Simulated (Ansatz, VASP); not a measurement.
Two plane-wave programs on C

POSCAR

```
C
1.0
    2.1273203072     -1.2282824400      0.0000000000
    2.1273203072      1.2282824400      0.0000000000
   -1.3790696309      0.0000000000      3.5028300786
C
2
Direct
    0.1666444700      0.1666444700      0.9999069600
    0.8333555300      0.8333555300      0.0000930400
```

File INCAR.step1:

```
PREC = Accurate
ENCUT = 520
EDIFF = 1E-5
ISMEAR = -1
SIGMA = 0.05
LREAL = False
LASPH = True
NELM = 80
ALGO = Normal
ISIF = 2
LWAVE = True
LCHARG = False
GGA = PE
NBANDS = 11
```

INCAR.step2

```
PREC = Accurate
ENCUT = 520
EDIFF = 1E-6
ISMEAR = -1
SIGMA = 0.05
LREAL = False
LASPH = True
NELM = 80
ALGO = Normal
ISIF = 2
LWAVE = False
LCHARG = False
GGA = PE
LHFCALC = True
HFSCREEN = 0.2079
PRECFOCK = Normal
ISTART = 1
NBANDS = 11
```

Contents of KPOINTS:

```
Automatic mesh
0
Gamma
  7 7 4
```

Contents of input:

```
crystal:
  lattice:
    - [2.1273203072, -1.22828244, 0.0]
    - [2.1273203072, 1.22828244, 0.0]
    - [-1.3790696309, 0.0, 3.5028300786]
  atoms:
    - { symbol: C, position: [0.16664447, 0.16664447, 0.99990696] }
    - { symbol: C, position: [0.83335553, 0.83335553, 9.304e-05] }
hamiltonian:
  xc: hse06
  pseudopotentials: { kind: paw }
kpoints:
  mp_grid: { grid: [7, 7, 4] }
  band_path:
    path:
      - [[0.0, 0.0, 0.0], [0.5, 0.5, -1.0], [0.4123194886, 0.4123194886, -1.119026649], [0.5, 0.5, -0.5], [0.6935932999, 0.3064067001, -0.5]]
      - [[0.3064067001, -0.3064067001, 0.5], [0.0, 0.0, 0.5], [0.5876805114, 0.5876805114, 0.119026649]]
      - [[0.5, 0.5, -1.0], [0.6104897536, 0.3895102464, -1.0]]
      - [[0.3895102464, -0.3895102464, 0.0], [0.0, 0.0, 0.0], [0.5, 0.0, -0.5]]
      - [[0.5, 0.0, 0.0], [0.0, 0.0, 0.0]]
    npoints: 4
scf:
  occupations: { method: fermi_dirac, width: 0.05 }
  n_extra_bands: 6
output:
  forces: true
  stress: true
  eigenvalues: true
  fatbands: false
  write_density: true
  write_potential: true
  elf: true
  volumetric_format: npy
```

Alike in both runs: functional HSE06; k mesh 7 × 7 × 4; occupations fermi-dirac, width 0.05 eV; no spin polarisation.

|  | VASP | Ansatz |
| --- | --- | --- |
| version | VASP 6.6.1 | Ansatz 0.2.0 |
| potentials or method | VASP PAW PBE potentials, release 64 (C) | Ansatz PAW |
| plane-wave cutoff (eV) | 520 | 420 |
| valence electrons in the cell | 8 | 8 |
| task | single point | band structure |

Ansatz gave:

- gap on the k mesh at the Fermi level (eV): 2.81
- pressure (GPa): -2.0
- traceless stress, the component that is largest in VASP (GPa): 3.90
- rms of the force components (eV/Å): 0.006

**Question.** Which values does VASP return?

**Answer.** gap on the k mesh at the Fermi level (eV): 2.81; pressure (GPa): -1.4; traceless stress, the component that is largest in VASP (GPa): 3.21; rms of the force components (eV/Å): 0.006.

Atom by atom the forces differ by 0.000 eV/Å (rms over components). The functional is the same, so the differences come from potentials, cutoffs and numerics.

The k mesh is coarse, so the values compare programs but aren't converged.
